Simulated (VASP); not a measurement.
Here is a VASP 6.6.1 calculation.

File INCAR:

```
  ALGO = Normal
  EDIFF = 1E-7
  EDIFFG = -0.02
  ENCUT = 500
  GGA = CA
  GGA_COMPAT = False
  IBRION = 2
  ISIF = 8
  ISMEAR = 0
  LASPH = True
  LCHARG = False
  LREAL = False
  LWAVE = False
  NELM = 120
  NELMIN = 4
  NSW = 60
  PREC = Accurate
  SIGMA = 0.1
```

KPOINTS

```
k-points
0
Gamma
  8 8 8
```

POSCAR

```
Ir
1.0
    0.0000000000      1.9156000000      1.9156000000
    1.9156000000      0.0000000000      1.9156000000
    1.9156000000      1.9156000000      0.0000000000
Ir
1
Direct
    0.0000000000      0.0000000000      0.0000000000
```

Potentials or basis: VASP PAW LDA potentials, release 64 (Ir).

The run is started by

```sh
$ cat potpaw_LDA.64/Ir/POTCAR > POTCAR
$ mpirun -np 1 vasp_std > vasp.out
```

Task: Predict the space group after relaxing (to 0.05 Å).

Result: Fm-3m (No. 225).

Task: What does it give for the relaxed cell?

Result: a = 2.704 Å, b = 2.704 Å, c = 2.704 Å, α = 60.00°, β = 60.00°, γ = 60.00°.

Task: Estimate the relaxed volume.

Result: 13.98 Å³/atom.

The path:
| step | energy change (eV) | largest force (eV/Å) | pressure (GPa) | volume (Å³) |
| --- | --- | --- | --- | --- |
| 1 | 0.0000 | 0.0000 | -2.32 | 14.06 |
| 2 | 0.0095 | 0.0000 | 10.12 | 13.65 |
| 3 | -0.0006 | 0.0000 | -0.03 | 13.98 |

 Zero-point motion and thermal expansion aren't in these numbers.
